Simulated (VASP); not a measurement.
MnPt2, 3 atoms in the cell. The structure is trigonal, space group P-3m1 (No. 164). The conventional cell has a = 2.858 Å, b = 2.858 Å, c = 6.533 Å, α = 90.00°, β = 90.00°, γ = 120.00°. Within 3.5 Å of Pt (site symmetry 3m) lie 3 Mn at 2.64 Å and 9 Pt at 2.86 to 2.91 Å. Within 3.5 Å of Mn (site symmetry -3m) lie 6 Pt at 2.64 Å and 6 Mn at 2.86 Å. 

```yaml
Program: VASP 6.6.1
Task: relaxation of cell and atoms
Functional: PBEsol
Potentials_or_basis: VASP PAW PBE potentials, release 64 (Pt, Mn_pv)
Cutoff: 600 eV
k_mesh: 11 × 11 × 4
Occupations: fermi-dirac, width 0.05 eV
Spin: collinear spin, ferromagnetic start
Starting_moments: "[0.0, 0.0, 4.0] μB"
Target_pressure: 10 GPa
Dipole_correction: no
Further_INCAR_settings: ALGO = Normal; EDIFF = 1e-07; IBRION = 2; EDIFFG = -0.01; NSW = 60; ISIF = 3
```

Potentials or basis: VASP PAW PBE potentials, release 64 (Pt, Mn_pv).

Command:

```sh
$ cat potpaw_PBE.64/Pt/POTCAR potpaw_PBE.64/Mn_pv/POTCAR > POTCAR
$ mpirun -np 1 vasp_std > vasp.out
```

Hardware: 1 thread of AMD EPYC 9R45 96-Core Processor (Zen 5) (shared host).

**Question.** How long does it take, and how much memory?

**Answer.** It took 11 min on 1 thread of AMD EPYC 9R45 96-Core Processor (Zen 5), on a shared host, peak memory 0.26 GiB. Counts: scf iterations 154, k points 58, ion steps 15.
